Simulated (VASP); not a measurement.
# BiTe (Fm-3m) in VASP: notebook, part 2 of 2

VASP 6.6.1.

## (3) Single point, r2SCAN

Input file POSCAR:

```
BiTe
1.0
    0.0000000000      3.2374487800      3.2374487800
    3.2374487800      0.0000000000      3.2374487800
    3.2374487800      3.2374487800      0.0000000000
Bi Te
1 1
Direct
    0.0000000000      0.0000000000      0.0000000000
    0.5000000000      0.5000000000      0.5000000000
```

Input file INCAR.step1:

```
ALGO = Normal
EDIFF = 1E-4
ENCUT = 520
GGA = PE
ISMEAR = -1
LASPH = True
LCHARG = False
LREAL = False
LWAVE = True
NBANDS = 18
NELM = 60
PREC = Accurate
SIGMA = 0.1
```

Input file INCAR.step2:

```
ALGO = Normal
EDIFF = 1E-6
ENCUT = 520
ISIF = 2
ISMEAR = -1
ISTART = 1
LASPH = True
LCHARG = False
LMIXTAU = True
LREAL = False
LWAVE = False
METAGGA = R2SCAN
NBANDS = 18
NELM = 60
PREC = Accurate
SIGMA = 0.1
```

Input file KPOINTS:

```
k-points
0
Gamma
  9 9 9
```

Potentials or basis: VASP PAW PBE potentials, release 64 (Bi_d, Te).

Started as:

```
$ cat potpaw_PBE.64/Bi_d/POTCAR potpaw_PBE.64/Te/POTCAR > POTCAR
$ cp INCAR.step1 INCAR
$ mpirun -np 1 vasp_std > vasp.out
$ cp INCAR.step2 INCAR
$ mpirun -np 1 vasp_std > vasp.out
```

OUTCAR:

```text
EDIFF = 1E-6
   ENCUT = 520
   ISIF = 2
   ISMEAR = -1
   ISTART = 1
   LASPH = True
   LREAL = False
   METAGGA = R2SCAN
   NELM = 60
   PREC = Accurate

 ion  position               nearest neighbor table
   1  0.000  0.000  0.000-   2 3.24   2 3.24   2 3.24   2 3.24   2 3.24   2 3.24
   2  0.500  0.500  0.500-   1 3.24   1 3.24   1 3.24   1 3.24   1 3.24   1 3.24

  LATTYP: Found a face centered cubic cell.
 ALAT       =     6.4748975600

  Lattice vectors:

 A1 = (   0.0000000000,   3.2374487800,   3.2374487800)
 A2 = (   3.2374487800,   0.0000000000,   3.2374487800)
 A3 = (   3.2374487800,   3.2374487800,   0.0000000000)

Analysis of symmetry for initial positions (statically):
=====================================================================
 Subroutine PRICEL returns:
 Original cell was already a primitive cell.

 Routine SETGRP: Setting up the symmetry group for a
 face centered cubic supercell.

 Subroutine GETGRP returns: Found 48 space group operations
 (whereof 48 operations were pure point group operations)
 out of a pool of 48 trial point group operations.
[... 154 lines left out ...]

 Free energy of the ion-electron system (eV)
  ---------------------------------------------------
  ext. energy  EPLUGINS =         0.00000000
  ---------------------------------------------------
  free energy    TOTEN  =       -84.04674838 eV

  energy without entropy =      -83.99508682  energy(sigma->0) =      -84.02091760

 E-fermi :   6.5669     XC(G=0):  -9.9902

 val. band max:        6.5468011214   @ k =   0.3333   0.0000   0.0000
 cond. band min:       6.5742742227   @ k =   0.3333   0.0000   0.0000
 fundamental gap:      0.0274731012
 Fermi energy:         6.5668646051

 k-point     1 :       0.0000    0.0000    0.0000
  band No.  band energies     occupation
      1     -17.3381      2.00000
      2     -17.3381      2.00000
      3     -17.3327      2.00000
      4     -17.3327      2.00000
      5     -17.3327      2.00000
      6      -7.5700      2.00000
[... 481 lines left out ...]
      5     -17.3220      2.00000
      6      -5.7928      2.00000
[... 10 lines left out ...]
     17      17.5045      0.00000
     18      17.5117      0.00000

 [... further k-points ...]
[... 5 lines left out ...]
  --------------------------------------------------------------------------------------
  -------------------------------------------------------------------------------------
  Total       -0.0424844     -0.0424844     -0.0424844      0.0000000     -0.0000000     -0.0000000
  in kB       -1.0030005     -1.0030005     -1.0030005      0.0000000     -0.0000000     -0.0000000
  external PRESSURE =      -1.0030005 kB  Pullay stress =       0.0000000 kB

 VOLUME and BASIS-vectors are now :
 -----------------------------------------------------------------------------
  energy-cutoff  :      520.00
  volume of cell :       67.86
      direct lattice vectors                 reciprocal lattice vectors
     0.000000000  3.237448780  3.237448780    -0.154442598  0.154442598  0.154442598
     3.237448780  0.000000000  3.237448780     0.154442598 -0.154442598  0.154442598
     3.237448780  3.237448780  0.000000000     0.154442598  0.154442598 -0.154442598

 POSITION                                       TOTAL-FORCE (eV/Angst)
 -----------------------------------------------------------------------------------
      0.00000      0.00000      0.00000         0.000000      0.000000      0.000000
      3.23745      3.23745      3.23745        -0.000000     -0.000000     -0.000000
 -----------------------------------------------------------------------------------
    total drift:                               -0.000000      0.000000      0.000000

  FREE ENERGIE OF THE ION-ELECTRON SYSTEM (eV)
  ---------------------------------------------------
  free  energy   TOTEN  =       -84.0467483806 eV

  energy  without entropy=      -83.9950868201  energy(sigma->0) =      -84.02091760
```

It took 4.8 min on 1 thread of AMD EPYC 7R13, shared host; peak memory 0.21 GiB.

Results:

| Property | Result |
| --- | --- |
| Free energy | -84.0467 eV |
| Pressure | -0.1 GPa |

Levels at points of the mesh, in eV from the Fermi level:
```csv
k point,band 6,band 7,band 8,band 9,band 10,band 11,band 12,band 13,band 14,band 15
"(0.00, 0.00, 0.00)",-14.14,-8.32,-2.79,-2.79,-2.79,2.24,2.24,2.24,5.01,5.01
```

Caveat: the PAW data sets were made with another functional, which shifts forces and pressure a little; spin-orbit coupling is left out, which moves the levels of the heavy elements.

## (4) Single point, r2SCAN

This run uses another cell than the first one, of 34.61 Å³/atom, 1.020 times its volume.

Input file POSCAR:

```
BiTe
1.0
    0.0000000000      3.2588894700      3.2588894700
    3.2588894700      0.0000000000      3.2588894700
    3.2588894700      3.2588894700      0.0000000000
Bi Te
1 1
Direct
    0.0000000000      0.0000000000      0.0000000000
    0.5000000000      0.5000000000      0.5000000000
```

Input file INCAR.step1:

```
PREC     = Accurate       # precision mode
ENCUT    = 520            # plane-wave cutoff, eV
ISMEAR   = -1             # smearing method
SIGMA    = 0.1            # smearing width, eV
LREAL    = F              # projectors in reciprocal space
LASPH    = T              # aspherical terms in the spheres
NELM     = 80             # most SCF steps
NBANDS   = 18             # bands
GGA      = PE             # functional
ALGO     = Normal         # electronic algorithm
EDIFF    = 1E-4           # SCF threshold, eV
LWAVE    = T              # write WAVECAR
LCHARG   = F              # write CHGCAR
```

Input file INCAR.step2:

```
PREC     = Accurate       # precision mode
ENCUT    = 520            # plane-wave cutoff, eV
EDIFF    = 1E-7           # SCF threshold, eV
ISMEAR   = -1             # smearing method
SIGMA    = 0.1            # smearing width, eV
LREAL    = F              # projectors in reciprocal space
LASPH    = T              # aspherical terms in the spheres
NELM     = 80             # most SCF steps
ALGO     = Normal         # electronic algorithm
ISIF     = 2              # what is computed and relaxed
LWAVE    = F              # write WAVECAR
LCHARG   = T              # write CHGCAR
METAGGA  = R2SCAN         # meta-GGA
LMIXTAU  = T            
LELF     = T              # ELF
LVHAR    = T            
NBANDS   = 18             # bands
ISTART   = 1
```

Input file KPOINTS:

```
Automatic mesh
0
Gamma
  9 9 9
```

Started as:

```
$ cat potpaw_PBE.64/Bi_d/POTCAR potpaw_PBE.64/Te/POTCAR > POTCAR
$ cp INCAR.step1 INCAR
$ mpirun -np 1 vasp_std > vasp.out
$ cp INCAR.step2 INCAR
$ mpirun -np 1 vasp_std > vasp.out
```

Run time: 5.2 min. Hardware: 1 thread of AMD EPYC 7R13, shared host; peak memory 0.21 GiB.

Results (log left out):

| Item | Value |
| --- | --- |
| Free energy | -84.0421 eV |
| Pressure | -1.1 GPa |

Levels at points of the mesh, in eV from the Fermi level:
```
           k point  band 6  band 7  band 8  band 9  band 10  band 11  band 12  band 13  band 14  band 15
(0.00, 0.00, 0.00)  -13.99   -8.40   -2.74   -2.74    -2.74     2.20     2.20     2.20     5.05     5.05
```

Caveat: the PAW data sets were made with another functional, which shifts forces and pressure a little; spin-orbit coupling is left out, which moves the levels of the heavy elements.
